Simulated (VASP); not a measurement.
# BeTe (F-43m) in VASP: notebook

BeTe is run at these levels: LDA, PBE+D3(BJ); tasks: single point.

Everything below comes from runs of VASP 6.6.1. Logs are shortened: lines on timing, memory, paths and dates and some standing lists are left out, and cuts for length are marked.

## Step 1: The cell of the first run

Symmetry: F-43m, No. 216, cubic system. Conventional cell: a = 5.663 Å, b = 5.663 Å, c = 5.663 Å, α = 90.00°, β = 90.00°, γ = 90.00°. Within 3.2 Å of Be (site symmetry -43m) lie 4 Te at 2.45 Å. Te (site symmetry -43m) has 4 Be at 2.45 Å within 3.2 Å.

## Step 2: Single point, LDA

INCAR

```
PREC = Accurate
ENCUT = 600
EDIFF = 1E-6
ISMEAR = 0
SIGMA = 0.1
LREAL = False
LASPH = True
NELM = 120
ALGO = Normal
ISIF = 2
LWAVE = False
LCHARG = True
GGA = CA
LELF = True
LVHAR = True
NBANDS = 11
GGA_COMPAT = False
```

KPOINTS

```
Automatic mesh
0
Gamma
  4 4 4
```

POSCAR

```
BeTe
1.0
    0.0000000000      2.8314587876      2.8314587876
    2.8314587876      0.0000000000      2.8314587876
    2.8314587876      2.8314587876      0.0000000000
Be Te
1 1
Direct
    0.0000000000      0.0000000000      0.0000000000
    0.7500000000      0.7500000000      0.7500000000
```

Potentials or basis: VASP PAW LDA potentials, release 64 (Be, Te).

Launch:

```console
$ cat potpaw_LDA.64/Be/POTCAR potpaw_LDA.64/Te/POTCAR > POTCAR
$ mpirun -np 1 vasp_std > vasp.out
```

OUTCAR:

```text
PREC = Accurate
   ENCUT = 600
   EDIFF = 1E-6
   ISMEAR = 0
   LREAL = False
   LASPH = True
   NELM = 120
   ISIF = 2
   GGA = CA

 ion  position               nearest neighbor table
   1  0.000  0.000  0.000-   2 2.45   2 2.45   2 2.45   2 2.45
   2  0.750  0.750  0.750-   1 2.45   1 2.45   1 2.45   1 2.45

  LATTYP: Found a face centered cubic cell.
 ALAT       =     5.6629175752

  Lattice vectors:

 A1 = (   0.0000000000,   2.8314587876,   2.8314587876)
 A2 = (   2.8314587876,   0.0000000000,   2.8314587876)
 A3 = (   2.8314587876,   2.8314587876,   0.0000000000)

Analysis of symmetry for initial positions (statically):
=====================================================================
 Subroutine PRICEL returns:
 Original cell was already a primitive cell.

 Routine SETGRP: Setting up the symmetry group for a
 face centered cubic supercell.

 Subroutine GETGRP returns: Found 24 space group operations
 (whereof 24 operations were pure point group operations)
 out of a pool of 48 trial point group operations.

The static configuration has the point symmetry T_d .

Analysis of symmetry for dynamics (positions and initial velocities):
=====================================================================
 Subroutine PRICEL returns:
 Original cell was already a primitive cell.

 Routine SETGRP: Setting up the symmetry group for a
 face centered cubic supercell.

 Subroutine GETGRP returns: Found 24 space group operations
 (whereof 24 operations were pure point group operations)
 out of a pool of 48 trial point group operations.

The dynamic configuration has the point symmetry T_d .

 Subroutine INISYM returns: Found 24 space group operations
 (whereof 24 operations are pure point group operations),
 and found     1 'primitive' translations

----------------------------------------------------------------------------------------

                                     Primitive cell

  volume of cell :      45.4005

  direct lattice vectors                    reciprocal lattice vectors
     0.000000000  2.831458788  2.831458788    -0.176587419  0.176587419  0.176587419
     2.831458788  0.000000000  2.831458788     0.176587419 -0.176587419  0.176587419
     2.831458788  2.831458788  0.000000000     0.176587419  0.176587419 -0.176587419

  length of vectors
     4.004287419  4.004287419  4.004287419     0.305858382  0.305858382  0.305858382

  position of ions in fractional coordinates (direct lattice)
[... 68 lines left out ...]
   ISIF   =      2    stress and relaxation
   ISYM   =      2    0-nonsym 1-usesym 2-fastsym
   POTIM  = 0.5000    time-step for ionic-motion
   TEBEG  =    0.0;   TEEND  =   0.0 temperature during run
   PSTRESS=    0.0 pullay stress
   NELECT =       8.0000    total number of electrons
   NUPDOWN=      -1.0000    fix difference up-down
   EMIN   =  10.00;   EMAX   =-10.00  energy-range for DOS
   EFERMI =   0.00;   METHOD = LEGACY
   ISMEAR =     0;   SIGMA  =   0.10  broadening in eV -4-tet -1-fermi 0-gaus
   EFERMI_NEDOS =   21; number of points for ismear=-14 and -15
   IALGO  =     38    algorithm
   IMIX   =      4    mixing-type and parameters
     AMIX     =   0.40;   BMIX     =  1.00
     AMIX_MAG =   1.60;   BMIX_MAG =  1.00
  volume/ion in A,a.u.               =      22.70       153.19
  Fermi-wavevector in a.u.,A,eV,Ry     =   0.917807  1.734403 11.461129  0.842369
  Thomas-Fermi vector in A             =   2.042817
   LORBIT       =      0    0 simple, 1 ext, 2 COOP (PROOUT), +10 PAW based schemes
   GGA     = CA    functional components
   LHFCALC =     F    Hartree Fock is set to
   AEXX    =    0.0000 exact exchange contribution
   IVDW    =     0    specifies the selected vdW correction
   LEPSILON=     F    determine dielectric tensor
   LRPA    =     F    only Hartree local field effects (RPA)
 non-spin polarized calculation
 Gauss-broadening in eV      SIGMA  =   0.10
  energy-cutoff  :      600.00
  volume of cell :       45.40
 maximum number of plane-waves:      1540
   NGX = 15   NGY = 15   NGZ = 15

 number of electron       8.0000000 magnetization

 Free energy of the ion-electron system (eV)
  ---------------------------------------------------
  ext. energy  EPLUGINS =         0.00000000
  ---------------------------------------------------
  free energy    TOTEN  =        -8.62505363 eV

  energy without entropy =       -8.62505363  energy(sigma->0) =       -8.62505363

 E-fermi :   5.2918     XC(G=0):  -9.1989

 val. band max:        4.7819521203   @ k =   0.0000   0.0000   0.0000
 cond. band min:       6.6712293899   @ k =   0.5000   0.5000   0.0000
 fundamental gap:      1.8892772696
 Fermi energy:         5.2917510190

 k-point     1 :       0.0000    0.0000    0.0000
  band No.  band energies     occupation
      1      -7.4307      2.00000
      2       4.7820      2.00000
      3       4.7820      2.00000
      4       4.7820      2.00000
      5       8.3640      0.00000
      6       8.3640      0.00000
      7       8.3640      0.00000
      8       8.3785      0.00000
      9      12.9055      0.00000
     10      14.9735      0.00000
     11      14.9735      0.00000
[... 85 lines left out ...]
 k-point     8 :      -0.2500    0.5000    0.2500
  band No.  band energies     occupation
      1      -5.6351      2.00000
      2       0.3152      2.00000
      3       1.1461      2.00000
      4       1.6280      2.00000
      5       9.9439      0.00000
      6      10.2116      0.00000
      7      10.2399      0.00000
      8      10.8861      0.00000
      9      15.4304      0.00000
     10      16.2410      0.00000
     11      17.3809      0.00000

------------------------ aborting loop because EDIFF is reached ----------------------------------------

  FORCE on cell =-STRESS in cart. coord.  units (eV):
  Direction    XX          YY          ZZ          XY          YZ          ZX
  --------------------------------------------------------------------------------------
  -------------------------------------------------------------------------------------
  Total       -0.7530183     -0.7530183     -0.7530183      0.0000000      0.0000000      0.0000000
  in kB      -26.5739069    -26.5739069    -26.5739069      0.0000000      0.0000000      0.0000000
  external PRESSURE =     -26.5739069 kB  Pullay stress =       0.0000000 kB

 VOLUME and BASIS-vectors are now :
 -----------------------------------------------------------------------------
  energy-cutoff  :      600.00
  volume of cell :       45.40
      direct lattice vectors                 reciprocal lattice vectors
     0.000000000  2.831458788  2.831458788    -0.176587419  0.176587419  0.176587419
     2.831458788  0.000000000  2.831458788     0.176587419 -0.176587419  0.176587419
     2.831458788  2.831458788  0.000000000     0.176587419  0.176587419 -0.176587419

 POSITION                                       TOTAL-FORCE (eV/Angst)
 -----------------------------------------------------------------------------------
      0.00000      0.00000      0.00000         0.000000      0.000000      0.000000
      4.24719      4.24719      4.24719        -0.000000     -0.000000     -0.000000
 -----------------------------------------------------------------------------------
    total drift:                               -0.000000     -0.000000     -0.000000

  FREE ENERGIE OF THE ION-ELECTRON SYSTEM (eV)
  ---------------------------------------------------
  free  energy   TOTEN  =        -8.6250536288 eV

  energy  without entropy=       -8.6250536288  energy(sigma->0) =       -8.62505363
```

Wall time 3.6 s (1 thread of Intel Xeon Platinum 8375C at 2.90GHz (Ice Lake), shared host); peak memory 0.15 GiB.

What came out:

* Free energy: -8.6251 eV
* Pressure: -2.7 GPa
* Band gap on the k mesh: 1.89 eV, indirect (least direct gap 3.58 eV)

Caveat: the k points lie up to 0.48 Å⁻¹ apart; spin-orbit coupling is left out, which moves the levels of the heavy elements. A k mesh can miss the band edges.

## Step 3: Single point, PBE+D3(BJ)

INCAR

```
SYSTEM = BeTe
PREC = Accurate ; ENCUT = 600
EDIFF = 1E-6 ; ISMEAR = 1
SIGMA = 0.1 ; LREAL = .FALSE.
LASPH = .TRUE. ; NELM = 120
ALGO = Normal ; ISIF = 2
LWAVE = .FALSE. ; LCHARG = .FALSE.
GGA = PE ; IVDW = 12
NBANDS = 11 ; GGA_COMPAT = .FALSE.
```

KPOINTS

```
regular mesh
0
G
  4 4 4
  0 0 0
```

POSCAR is that of step 2.

Potentials or basis: VASP PAW PBE potentials, release 64 (Be, Te).

Launch:

```console
$ cat potpaw_PBE.64/Be/POTCAR potpaw_PBE.64/Te/POTCAR > POTCAR
$ mpirun -np 1 vasp_std > vasp.out
```

It took 4.9 s on 1 thread of Intel Xeon Platinum 8375C at 2.90GHz (Ice Lake), shared host; peak memory 0.18 GiB.

The run converged. Its results:

* Free energy: -8.2127 eV
* Pressure: -1.9 GPa
* Band gap on the k mesh: 2.00 eV, indirect (least direct gap 3.61 eV)
* Dispersion energy per atom: -0.333 eV

Levels at points of the mesh, in eV from the valence-band top:
```csv
k point,band 1,band 2,band 3,band 4,band 5,band 6,band 7,band 8
"(0.00, 0.00, 0.00)",-12.19,0.00,0.00,0.00,3.61,3.61,3.61,3.70
"(0.50, 0.00, 0.00)",-10.88,-5.44,-1.11,-1.11,3.03,4.58,4.58,7.82
"(0.50, 0.50, 0.00)",-10.40,-5.04,-2.59,-2.59,2.00,2.68,9.59,9.59
```

Caveat: the k points lie up to 0.48 Å⁻¹ apart; three body term missing; spin-orbit coupling is left out, which moves the levels of the heavy elements. A k mesh can miss the band edges.
